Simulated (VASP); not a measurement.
# KMgF3 (Pm-3m) in VASP: notebook

The runs below take KMgF3 through relaxation of cell and atoms, with RPBE, LDA.

All numbers are computed with VASP 6.6.1; they aren't measurements. Logs are shortened: lines on timing, memory, paths and dates and some standing lists are left out, and cuts for length are marked.

## (1) The cell of the first run

Symmetry: Pm-3m, No. 221, cubic system. The conventional cell has a = 3.986 Å, b = 3.986 Å, c = 3.986 Å, α = 90.00°, β = 90.00°, γ = 90.00°. Within 3.7 Å of K (site symmetry m-3m) lie 12 F at 2.82 Å and 8 Mg at 3.45 Å. Within 2.6 Å of Mg (site symmetry m-3m) lie 6 F at 1.99 Å. Within 2.6 Å of F (site symmetry 4/mmm) lie 2 Mg at 1.99 Å.

## (2) Relaxation of cell and atoms, RPBE

Input file INCAR:

```
PREC     = Accurate       # precision mode
ENCUT    = 840            # plane-wave cutoff, eV
EDIFF    = 1E-7           # SCF threshold, eV
ISMEAR   = 0              # smearing method
SIGMA    = 0.01           # smearing width, eV
LREAL    = False          # projectors in reciprocal space
LASPH    = True           # aspherical terms in the spheres
NELM     = 120            # most SCF steps
ALGO     = Normal         # electronic algorithm
ISIF     = 3              # what is computed and relaxed
LWAVE    = False          # write WAVECAR
LCHARG   = False          # write CHGCAR
GGA      = RP             # functional
IBRION   = 2              # ionic algorithm
NSW      = 100            # ionic steps
EDIFFG   = -0.02          # ionic threshold
GGA_COMPAT= False        
NELMIN   = 4
```

Input file KPOINTS:

```
Automatic mesh
0
Gamma
  6 6 6
```

Input file POSCAR:

```
KMgF3
1.0
    3.9859000000      0.0000000000      0.0000000000
    0.0000000000      3.9859000000      0.0000000000
    0.0000000000      0.0000000000      3.9859000000
K Mg F
1 1 3
Direct
    0.5000000000      0.5000000000      0.5000000000
    0.0000000000      0.0000000000      0.0000000000
    0.5000000000      0.0000000000      0.0000000000
    0.0000000000      0.5000000000      0.0000000000
    0.0000000000      0.0000000000      0.5000000000
```

Potentials or basis: VASP PAW PBE potentials, release 64 (K_sv, Mg_sv, F).

Run with:

```
cat potpaw_PBE.64/K_sv/POTCAR potpaw_PBE.64/Mg_sv/POTCAR potpaw_PBE.64/F/POTCAR > POTCAR
mpirun -np 1 vasp_std > vasp.out
```

OUTCAR:

```text
PREC = Accurate
   ENCUT = 840
   EDIFF = 1E-7
   ISMEAR = 0
   LREAL = False
   LASPH = True
   NELM = 120
   ISIF = 3
   GGA = RP
   IBRION = 2
   NSW = 100
   EDIFFG = -0.02
   NELMIN = 4

 ion  position               nearest neighbor table
   1  0.500  0.500  0.500-   3 2.82   4 2.82   5 2.82   3 2.82   4 2.82   3 2.82   5 2.82   3 2.82
                             4 2.82   5 2.82   4 2.82   5 2.82
   2  0.000  0.000  0.000-   3 1.99   4 1.99   5 1.99   5 1.99   4 1.99   3 1.99
   3  0.500  0.000  0.000-   2 1.99   2 1.99   1 2.82   1 2.82   1 2.82   1 2.82
   4  0.000  0.500  0.000-   2 1.99   2 1.99   1 2.82   1 2.82   1 2.82   1 2.82
   5  0.000  0.000  0.500-   2 1.99   2 1.99   1 2.82   1 2.82   1 2.82   1 2.82

  LATTYP: Found a simple cubic cell.
 ALAT       =     3.9859000000

  Lattice vectors:

 A1 = (   3.9859000000,   0.0000000000,   0.0000000000)
 A2 = (   0.0000000000,   3.9859000000,   0.0000000000)
 A3 = (   0.0000000000,   0.0000000000,   3.9859000000)

Analysis of symmetry for initial positions (statically):
=====================================================================
 Subroutine PRICEL returns:
 Original cell was already a primitive cell.

 Routine SETGRP: Setting up the symmetry group for a
 simple cubic supercell.

 Subroutine GETGRP returns: Found 48 space group operations
 (whereof 48 operations were pure point group operations)
 out of a pool of 48 trial point group operations.

The static configuration has the point symmetry O_h .

Analysis of symmetry for dynamics (positions and initial velocities):
=====================================================================
 Subroutine PRICEL returns:
 Original cell was already a primitive cell.

 Routine SETGRP: Setting up the symmetry group for a
 simple cubic supercell.

 Subroutine GETGRP returns: Found 48 space group operations
 (whereof 48 operations were pure point group operations)
 out of a pool of 48 trial point group operations.

The dynamic configuration has the point symmetry O_h .

 Subroutine INISYM returns: Found 48 space group operations
 (whereof 48 operations are pure point group operations),
 and found     1 'primitive' translations

----------------------------------------------------------------------------------------

                                     Primitive cell

  volume of cell :      63.3256

  direct lattice vectors                    reciprocal lattice vectors
     3.985900000  0.000000000  0.000000000     0.250884367  0.000000000  0.000000000
     0.000000000  3.985900000  0.000000000     0.000000000  0.250884367  0.000000000
     0.000000000  0.000000000  3.985900000     0.000000000  0.000000000  0.250884367

  length of vectors
     3.985900000  3.985900000  3.985900000     0.250884367  0.250884367  0.250884367

  position of ions in fractional coordinates (direct lattice)
     0.500000000  0.500000000  0.500000000
     0.000000000  0.000000000  0.000000000
     0.500000000  0.000000000  0.000000000
     0.000000000  0.500000000  0.000000000
     0.000000000  0.000000000  0.500000000

  ion indices of the primitive-cell ions
   primitive index   ion index
                 1           1
                 2           2
                 3           3
                 4           4
                 5           5

----------------------------------------------------------------------------------------

 KPOINTS: Automatic mesh

Automatic generation of k-mesh.
 Grid dimensions read from file:
 generate k-points for:    6    6    6

 Generating k-lattice:

  Cartesian coordinates                     Fractional coordinates (reciprocal lattice)
     0.041814061  0.000000000  0.000000000     0.166666667  0.000000000  0.000000000
     0.000000000  0.041814061  0.000000000     0.000000000  0.166666667  0.000000000
     0.000000000  0.000000000  0.041814061     0.000000000  0.000000000  0.166666667

  Length of vectors
     0.041814061  0.041814061  0.041814061

  Shift w.r.t. Gamma in fractional coordinates (k-lattice)
     0.000000000  0.000000000  0.000000000

 Subroutine IBZKPT returns following result:
 ===========================================

 Found     20 irreducible k-points:

 Following reciprocal coordinates:
            Coordinates               Weight
  0.000000  0.000000  0.000000      1.000000
  0.166667  0.000000  0.000000      6.000000
  0.333333  0.000000  0.000000      6.000000
  0.500000  0.000000  0.000000      3.000000
  0.166667  0.166667  0.000000     12.000000
  0.333333  0.166667  0.000000     24.000000
[... 12 lines left out ...]
  0.500000  0.500000  0.333333      6.000000
  0.500000  0.500000  0.500000      1.000000
   k-points           NKPTS =     20   k-points in BZ     NKDIM =     20   number of bands    NBANDS=     24
   number of dos      NEDOS =    301   number of ions     NIONS =      5
   total plane-waves  NPLWV =  64000
   dimension x,y,z NGX =    40 NGY =   40 NGZ =   40
   dimension x,y,z NGXF=    80 NGYF=   80 NGZF=   80
   ions per type =               1   1   3
   NGX,Y,Z   is equivalent  to a cutoff of  16.68, 16.68, 16.68 a.u.
   NGXF,Y,Z  is equivalent  to a cutoff of  33.37, 33.37, 33.37 a.u.
 SYSTEM =  unknown system
   PREC   = accura    normal or accurate (medium, high low for compatibility)
   ISTART =      0    job   : 0-new  1-cont  2-samecut
   ICHARG =      2    charge: 1-file 2-atom 10-const
   ISPIN  =      1    spin polarized calculation?
   LNONCOLLINEAR =      F non collinear calculations
   LSORBIT =      F    spin-orbit coupling
   LASPH  =      T    aspherical Exc in radial PAW
   ENCUT  =  840.0 eV  61.74 Ry    7.86 a.u.   9.42  9.42  9.42*2*pi/ulx,y,z
   NELM   =    120;   NELMIN=  4; NELMDL= -5     # of ELM steps
   EDIFF  = 0.1E-06   stopping-criterion for ELM
   LREAL  =      F    real-space projection
   EDIFFG = -.2E-01   stopping-criterion for IOM
   NSW    =    100    number of steps for IOM
   IBRION =      2    ionic relax: 0-MD 1-quasi-New 2-CG
   NFREE  =      1    steps in history (QN), initial steepest desc. (CG)
   ISIF   =      3    stress and relaxation
   ISYM   =      2    0-nonsym 1-usesym 2-fastsym
   POTIM  = 0.5000    time-step for ionic-motion
   TEBEG  =    0.0;   TEEND  =   0.0 temperature during run
   PSTRESS=    0.0 pullay stress
   NELECT =      40.0000    total number of electrons
   NUPDOWN=      -1.0000    fix difference up-down
   EMIN   =  10.00;   EMAX   =-10.00  energy-range for DOS
   EFERMI =   0.00;   METHOD = LEGACY
   ISMEAR =     0;   SIGMA  =   0.01  broadening in eV -4-tet -1-fermi 0-gaus
   EFERMI_NEDOS =   21; number of points for ismear=-14 and -15
   IALGO  =     38    algorithm
   IMIX   =      4    mixing-type and parameters
     AMIX     =   0.40;   BMIX     =  1.00
     AMIX_MAG =   1.60;   BMIX_MAG =  1.00
  volume/ion in A,a.u.               =      12.67        85.47
  Fermi-wavevector in a.u.,A,eV,Ry     =   1.404651  2.654405 26.844899  1.973044
  Thomas-Fermi vector in A             =   2.527191
   LORBIT       =      0    0 simple, 1 ext, 2 COOP (PROOUT), +10 PAW based schemes
   GGA     = RP    functional components
   LHFCALC =     F    Hartree Fock is set to
   AEXX    =    0.0000 exact exchange contribution
   IVDW    =     0    specifies the selected vdW correction
   LEPSILON=     F    determine dielectric tensor
   LRPA    =     F    only Hartree local field effects (RPA)
 conjugate gradient relaxation of ions
 non-spin polarized calculation
 Gauss-broadening in eV      SIGMA  =   0.01
  energy-cutoff  :      840.00
  volume of cell :       63.33
 maximum number of plane-waves:      3532
 NGX is ok and might be reduce to    40
   NGX = 19   NGY = 19   NGZ = 19

--------------------------------------- Ionic step        1  -------------------------------------------

 number of electron      40.0000000 magnetization

 Free energy of the ion-electron system (eV)
  ---------------------------------------------------
  ext. energy  EPLUGINS =         0.00000000
  ---------------------------------------------------
  free energy    TOTEN  =       -23.05150411 eV

  energy without entropy =      -23.05150411  energy(sigma->0) =      -23.05150411

------------------------ aborting loop because EDIFF is reached ----------------------------------------

  FORCE on cell =-STRESS in cart. coord.  units (eV):
  Direction    XX          YY          ZZ          XY          YZ          ZX
  --------------------------------------------------------------------------------------
  -------------------------------------------------------------------------------------
  Total        3.2366228      3.2366228      3.2366228      0.0000000     -0.0000000     -0.0000000
  in kB       81.8886057     81.8886057     81.8886057      0.0000000     -0.0000000     -0.0000000
  external PRESSURE =      81.8886057 kB  Pullay stress =       0.0000000 kB

 VOLUME and BASIS-vectors are now :
 -----------------------------------------------------------------------------
  energy-cutoff  :      840.00
  volume of cell :       63.33
      direct lattice vectors                 reciprocal lattice vectors
     3.985900000  0.000000000  0.000000000     0.250884367  0.000000000  0.000000000
     0.000000000  3.985900000  0.000000000     0.000000000  0.250884367  0.000000000
     0.000000000  0.000000000  3.985900000     0.000000000  0.000000000  0.250884367
[... 40 lines left out ...]
 POSITION                                       TOTAL-FORCE (eV/Angst)
 -----------------------------------------------------------------------------------
      2.05519      2.05519      2.05519         0.000000     -0.000000      0.000000
      0.00000      0.00000      0.00000        -0.000000      0.000000      0.000000
      2.05519      0.00000     -0.00000        -0.000000      0.000000      0.000000
      0.00000      2.05519     -0.00000        -0.000000      0.000000      0.000000
      0.00000     -0.00000      2.05519         0.000000     -0.000000      0.000000
 -----------------------------------------------------------------------------------
    total drift:                               -0.000000      0.000000     -0.000000

  FREE ENERGIE OF THE ION-ELECTRON SYSTEM (eV)
  ---------------------------------------------------
  free  energy   TOTEN  =       -23.2169930857 eV

  energy  without entropy=      -23.2169930857  energy(sigma->0) =      -23.21699309

--------------------------------------- Ionic step        3  -------------------------------------------

 number of electron      39.9999992 magnetization

 Free energy of the ion-electron system (eV)
  ---------------------------------------------------
  ext. energy  EPLUGINS =         0.00000000
  ---------------------------------------------------
  free energy    TOTEN  =       -23.22063813 eV

  energy without entropy =      -23.22063813  energy(sigma->0) =      -23.22063813

 E-fermi :  -1.9296     XC(G=0):  -8.8030

 val. band max:       -1.9830551694   @ k =   0.5000   0.5000   0.5000
 cond. band min:       4.8608585061   @ k =   0.0000   0.0000   0.0000
 fundamental gap:      6.8439136755
 Fermi energy:        -1.9295725439

 k-point     1 :       0.0000    0.0000    0.0000
  band No.  band energies     occupation
      1     -73.5379      2.00000
      2     -40.1116      2.00000
      3     -40.1116      2.00000
      4     -40.1116      2.00000
      5     -28.0493      2.00000
      6     -21.9277      2.00000
[... 16 lines left out ...]
     23       8.1522      0.00000
     24      10.0797      0.00000
[... 533 lines left out ...]
 POSITION                                       TOTAL-FORCE (eV/Angst)
 -----------------------------------------------------------------------------------
      2.06739      2.06739      2.06739         0.000000     -0.000000      0.000000
      0.00000      0.00000      0.00000        -0.000000      0.000000      0.000000
      2.06739      0.00000     -0.00000        -0.000000      0.000000      0.000000
      0.00000      2.06739     -0.00000        -0.000000      0.000000      0.000000
      0.00000     -0.00000      2.06739         0.000000     -0.000000      0.000000
 -----------------------------------------------------------------------------------
    total drift:                               -0.000000      0.000000     -0.000000

  FREE ENERGIE OF THE ION-ELECTRON SYSTEM (eV)
  ---------------------------------------------------
  free  energy   TOTEN  =       -23.2206381319 eV

  energy  without entropy=      -23.2206381319  energy(sigma->0) =      -23.22063813

 reached required accuracy - stopping structural energy minimisation
```

Run time: 2.8 min. Hardware: 1 thread of AMD EPYC 7R13 (Zen 3), shared host; peak memory 0.24 GiB.

Results:

* Free energy: -23.2206 eV
* Relaxed volume: 14.14 Å³/atom
* Relaxed cell: a = 4.135 Å, b = 4.135 Å, c = 4.135 Å, α = 90.00°, β = 90.00°, γ = 90.00°
* Space group after relaxing (to 0.1 Å): Pm-3m (No. 221)
* Energy gained by relaxing: 33.8 meV/atom
* Ionic steps: 3
* Pressure after relaxing: -0.1 GPa
* Band gap on the k mesh: 6.84 eV (least direct gap 7.16 eV)

Step by step:
| step | energy change (eV) | largest force (eV/Å) | pressure (GPa) | volume (Å³) |
| --- | --- | --- | --- | --- |
| 1 | 0.0000 | 0.0000 | 8.19 | 63.33 |
| 2 | -0.1655 | 0.0000 | 1.02 | 69.45 |
| 3 | -0.1691 | 0.0000 | -0.07 | 70.69 |

Final structure:
```
K Mg F
1.0
     4.13478    0.00000    0.00000
     0.00000    4.13478    0.00000
     0.00000    0.00000    4.13478
K Mg F
1 1 3
Direct
  0.50000 0.50000 0.50000
  0.00000 0.00000 0.00000
  0.50000 0.00000 0.00000
  0.00000 0.50000 0.00000
  0.00000 0.00000 0.50000
```

Caveat: the PAW data sets were made with another functional, which shifts forces and pressure a little.

## (3) Relaxation of cell and atoms, LDA

Input file INCAR:

```
SYSTEM = KMgF3
ALGO     = Normal         ! electronic algorithm
EDIFF    = 1E-7           ! SCF threshold, eV
EDIFFG   = -0.02          ! ionic threshold
ENCUT    = 840            ! plane-wave cutoff, eV
GGA_COMPAT= .False.      
IBRION   = 2              ! ionic algorithm
ISIF     = 3              ! what is computed and relaxed
ISMEAR   = 0              ! smearing method
LASPH    = .True.         ! aspherical terms in the spheres
LCHARG   = .False.        ! write CHGCAR
LREAL    = .False.        ! projectors in reciprocal space
LWAVE    = .False.        ! write WAVECAR
NELM     = 120            ! most SCF steps
NELMIN   = 4            
NSW      = 100            ! ionic steps
PREC     = Accurate       ! precision mode
SIGMA    = 0.01           ! smearing width, eV
```

Input file KPOINTS:

```
k-points
0
Gamma
  6 6 6
  0 0 0
```

POSCAR is that of step 2.

Potentials or basis: VASP PAW LDA potentials, release 64 (K_sv, Mg_sv, F).

Run with:

```
cat potpaw_LDA.64/K_sv/POTCAR potpaw_LDA.64/Mg_sv/POTCAR potpaw_LDA.64/F/POTCAR > POTCAR
mpirun -np 1 vasp_std > vasp.out
```

It took 3.2 min on 1 thread of Intel Xeon Platinum 8259CL at 2.50GHz (Skylake/Cascade Lake), shared host; peak memory 0.23 GiB.

Results (log left out):

```yaml
Free_energy: -26.8867 eV
Relaxed_volume: 12.00 Å³/atom
Relaxed_cell: a = 3.915 Å, b = 3.915 Å, c = 3.915 Å, α = 90.00°, β = 90.00°, γ = 90.00°
Space_group_after_relaxing_to_0.1_Å: Pm-3m (No. 221)
Energy_gained_by_relaxing: 9.0 meV/atom
Ionic_steps: 3
Pressure_after_relaxing: 0.0 GPa
Band_gap_on_the_k_mesh: 7.39 eV (least direct gap 7.71 eV)
```

The path:
```
step  energy change (eV)  largest force (eV/Å)  pressure (GPa)  volume (Å³)
   1              0.0000                0.0000           -4.17        63.33
   2             -0.0444                0.0000           -0.48        60.35
   3             -0.0449                0.0000            0.02        60.01
```

Final structure:
```cif
data_structure
_symmetry_space_group_name_H-M 'P 1'
_symmetry_Int_Tables_number 1
_cell_length_a 3.9151
_cell_length_b 3.9151
_cell_length_c 3.9151
_cell_angle_alpha 90.000
_cell_angle_beta 90.000
_cell_angle_gamma 90.000
_cell_volume 60.01
loop_
_atom_site_label
_atom_site_type_symbol
_atom_site_fract_x
_atom_site_fract_y
_atom_site_fract_z
_atom_site_occupancy
K1 K 0.50000 0.50000 0.50000 1
Mg1 Mg 0.00000 0.00000 0.00000 1
F1 F 0.50000 0.00000 0.00000 1
F2 F 0.00000 0.50000 0.00000 1
F3 F 0.00000 0.00000 0.50000 1
```

Levels at points of the mesh, in eV from the valence-band top:
```
           k point  band 18  band 19  band 20  band 21  band 22  band 23
(0.00, 0.00, 0.00)    -0.32    -0.32    -0.32     7.39     9.85     9.85
(0.50, 0.00, 0.00)    -0.95    -0.58    -0.58    10.14    10.70    11.00
(0.50, 0.50, 0.00)    -0.96    -0.96    -0.02    11.01    11.71    12.79
(0.50, 0.50, 0.50)     0.00     0.00     0.00    10.40    10.40    10.40
```

A k mesh can miss the band edges. Zero-point motion and thermal expansion aren't in these numbers.
